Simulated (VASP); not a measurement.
Write the native input for VASP 6.6.1 that does the following.

- Task: electric field gradients
- Functional: PBEsol
- Potentials or basis: VASP PAW PBE potentials, release 64 (Ca_sv, Al, Si, O_h)
- Cutoff: 910 eV
- k mesh: 5 × 3 × 3
- Occupations: fermi-dirac, width 0.02 eV
- Spin: no spin polarisation
- Dipole correction: no
- Further INCAR settings: LREAL = Auto; ALGO = Normal; EDIFF = 1e-08; NBANDS = 86

The structure of CaAl2Si6O16 lies in POSCAR:

```
CaAl2Si6O16
1.0
    4.9871966514      0.0000000000      0.0000000000
    0.2595624035      8.5822183559      0.0000000000
    0.1170193079      0.1126598214      8.8061190751
Ca Al Si O
1 2 6 16
Direct
    0.8321070000      0.9612530000      0.5079010000
    0.6080970000      0.6702480000      0.6841260000
    0.8519720000      0.8259890000      0.1848650000
    0.8990350000      0.1965730000      0.1758900000
    0.5954430000      0.3038290000      0.6639270000
    0.4143420000      0.3321320000      0.3360950000
    0.0993980000      0.1647590000      0.8277960000
    0.3640320000      0.6985360000      0.3572920000
    0.1141850000      0.8094740000      0.8428050000
    0.9856290000      0.8029550000      0.0087870000
    0.5016820000      0.7671390000      0.5115780000
    0.3354250000      0.2825960000      0.7768850000
    0.1573530000      0.2368430000      0.2800040000
    0.2241550000      0.9896390000      0.8072250000
    0.3256860000      0.5085690000      0.3790680000
    0.7983680000      0.0277620000      0.2344860000
    0.7039180000      0.4754230000      0.6605340000
    0.8439080000      0.1762780000      0.7068730000
    0.6561930000      0.3252660000      0.2091080000
    0.5197610000      0.2372860000      0.4926190000
    0.9838360000      0.2051500000      0.9963630000
    0.0661910000      0.7828800000      0.3432310000
    0.3587580000      0.6871640000      0.8200040000
    0.5521540000      0.7332630000      0.2126840000
    0.8833740000      0.7918520000      0.7117400000
```

These files were run (other wordings do the same):

INCAR

```
ALGO = Normal ; EDIFF = 1E-8
ENCUT = 910 ; GGA = PS
GGA_COMPAT = False ; ISIF = 2
ISMEAR = -1 ; LASPH = True
LCHARG = False ; LEFG = True
LREAL = Auto ; LWAVE = False
NBANDS = 86 ; NELM = 120
PREC = Accurate ; SIGMA = 0.02
```

KPOINTS

```
k-points
0
Gamma
  5 3 3
```

Potentials or basis: VASP PAW PBE potentials, release 64 (Ca_sv, Al, Si, O_h).

Run with:

```console
$ cat potpaw_PBE.64/Ca_sv/POTCAR potpaw_PBE.64/Al/POTCAR potpaw_PBE.64/Si/POTCAR potpaw_PBE.64/O_h/POTCAR > POTCAR
$ mpirun -np 1 vasp_std > vasp.out
```

Results of the run:

```yaml
Pressure: -2.5 GPa
Largest_force: 0.138 eV/Å
Band_gap_on_the_k_mesh: 4.50 eV
Largest_electric_field_gradient_by_atom: Ca +40.3; Al +22.0, +27.9; Si +12.4, -33.9, +15.7, +15.6, -22.1, +35.0; O +69.6, +52.2, +95.4, +94.0, +77.1, +93.2, +61.7, +66.2, +79.4, +88.2, +77.5, +101.6, +58.5, +59.9, +61.6, +54.7 V/Å²
```

Caveat: without QUAD_EFG the Cq values of the log hold for a quadrupole moment of 1 mb, not for the nuclei; the PAW data sets were made with another functional, which shifts forces and pressure a little.

It took 37 min on 1 thread of AMD EPYC 9R45 96-Core Processor (Zen 5), with other jobs on the host, peak memory 1.4 GiB.
